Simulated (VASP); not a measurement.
A run of VASP 6.6.1 is set up as follows.

INCAR

```
SYSTEM = InHgSe
PREC = Accurate
ENCUT = 520
EDIFF = 1E-6
ISMEAR = 0
SIGMA = 0.1
LREAL = .FALSE.
LASPH = .TRUE.
NELM = 80
ALGO = Normal
ISIF = 2
LWAVE = .FALSE.
LCHARG = .FALSE.
GGA = PE
NBANDS = 22
```

KPOINTS

```
Automatic mesh
0
G
  4 4 4
  0 0 0
```

POSCAR

```
InHgSe
1.0
    2.7402386800     -3.6277412900      0.0000000000
    2.7402386800      3.6277412900      0.0000000000
    0.0000000000      0.0000000000      4.5893473900
In Hg Se
1 1 1
Direct
    0.0000000000      0.0000000000      0.5000000000
    0.5000000000      0.5000000000      0.5000000000
    0.5000000000      0.5000000000      0.0000000000
```

Potentials or basis: VASP PAW PBE potentials, release 64 (In_d, Hg, Se).

Launch:

```sh
$ cat potpaw_PBE.64/In_d/POTCAR potpaw_PBE.64/Hg/POTCAR potpaw_PBE.64/Se/POTCAR > POTCAR
$ mpirun -np 1 vasp_std > vasp.out
```

(1) What does it give for the pressure?

(2) Estimate the band gap on the k mesh.

Results:

(1) 13.8 GPa.

(2) zero (an odd number of electrons rules out a gap without spin polarisation).

Caveat: the stress differs along the axes, from -1 to 31 GPa; spin-orbit coupling is left out, which moves the levels of the heavy elements.
